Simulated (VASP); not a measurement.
Set up this calculation in VASP 6.6.1, as the native input.

- Task: single point
- Functional: PBE
- Potentials or basis: VASP PAW PBE potentials, release 64 (Li_sv, H)
- Cutoff: 520 eV
- k mesh: 2 × 2 × 2, shifted
- Occupations: fermi-dirac, width 0.0388 eV
- Spin: no spin polarisation
- Dipole correction: no
- Further INCAR settings: LREAL = Auto; ALGO = Normal; EDIFF = 1e-06; NBANDS = 30

The structure of LiH lies in POSCAR:

```
LiH
1.0
   -4.0785050826     -4.0785050826      0.0000000000
   -4.0785050826      0.0000000000     -4.0785050826
    0.0000000000     -4.0785050826     -4.0785050826
Li H
8 8
Direct
    0.4774721278      0.4812955875      0.5390640579
    0.0036892194      0.4706434002      0.5258673108
    0.4837912323      0.0019857766      0.5069891929
   -0.0245912407     -0.0007285758      0.5003246186
    0.5003670361      0.4957042983      0.0218017382
   -0.0117459704      0.5077919380      0.0012639435
    0.4788864941      0.0290898252      0.0279705426
   -0.0301747816      0.0028608521      0.0295586244
    0.1948255510      0.3162232175      0.2446952939
    0.7712271865      0.2316010354      0.2110260948
    0.2439891529      0.8106433443      0.2367904368
    0.7403744605      0.7356489545      0.2914665977
    0.2427774344      0.2580938306      0.7787215991
    0.7279388991      0.2254138419      0.7520832849
    0.2834762926      0.7228843511      0.7499192567
    0.7254667924      0.7484369734      0.7480456535
```

This cell differs from its parent crystal: dynamics (nvt langevin) at 450 K, volume x 1.01, from the last frame before.

One way to write it, as run:

INCAR

```
SYSTEM = LiH
PREC = Accurate ; ENCUT = 520
EDIFF = 1E-6 ; ISMEAR = -1
SIGMA = 0.0388 ; LREAL = Auto
LASPH = .True. ; NELM = 100
ALGO = Normal ; ISIF = 2
LWAVE = .False. ; LCHARG = .False.
GGA = PE ; NBANDS = 30
```

KPOINTS

```
Automatic mesh
0
Gamma
  2 2 2
  0.5 0.5 0.5
```

Potentials or basis: VASP PAW PBE potentials, release 64 (Li_sv, H).

Run with:

```sh
$ cat potpaw_PBE.64/Li_sv/POTCAR potpaw_PBE.64/H/POTCAR > POTCAR
$ mpirun -np 1 vasp_std > vasp.out
```

It gave:

```yaml
Largest_force: 0.954 eV/Å
Band_gap_on_the_k_mesh: 4.09 eV
```

Caveat: the k points lie up to 0.67 Å⁻¹ apart; the atoms stand as in a frame of molecular dynamics; a shifted mesh leaves out Γ, where band edges can lie.

Wall time 5.9 min on 1 thread of AMD EPYC 7R43 64-Core Processor (Zen 3) (shared host), peak memory 0.25 GiB.
